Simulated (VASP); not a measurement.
The system is BaTiO3.

```
Ba Ti O
1.0
     3.98550    0.00000    0.00000
     0.00000    2.83690   -2.84515
     0.00000    2.83690    2.84515
Ba Ti O
1 1 3
Cartesian
  0.0000 0.0000 0.0000
  1.9928 2.8369 0.0706
  0.0000 2.8369 -0.0717
  1.9928 1.4565 1.4143
  1.9928 4.2173 1.4143
```

Base run:

- Program: VASP 6.6.1
- Functional: PBEsol
- Potentials or basis: VASP PAW PBE potentials, release 64 (Ba_sv, Ti_sv, O)
- Cutoff: 600 eV
- k mesh: 4 × 4 × 4
- Occupations: gaussian, width 0.01 eV
- Spin: no spin polarisation
- Hubbard terms: Ti d U = 1.5 eV

Its results: band gap on the k mesh 1.95 eV (least direct gap 2.17 eV); pressure -1.2 GPa; largest force 0.212 eV/Å.

**Question.** The run is repeated on the same cell with these changes: hubbard terms from Ti d U = 1.5 eV to none. What comes out?

**Answer.** Band gap on the k mesh 1.80 eV (least direct gap 2.00 eV); pressure -2.2 GPa; largest force 0.307 eV/Å.

The U term pushes filled and empty states of the shell apart.

Caveats: the PAW data sets were made with another functional, which shifts forces and pressure a little; spin-orbit coupling is left out, which moves the levels of the heavy elements.

A k mesh can miss the band edges.
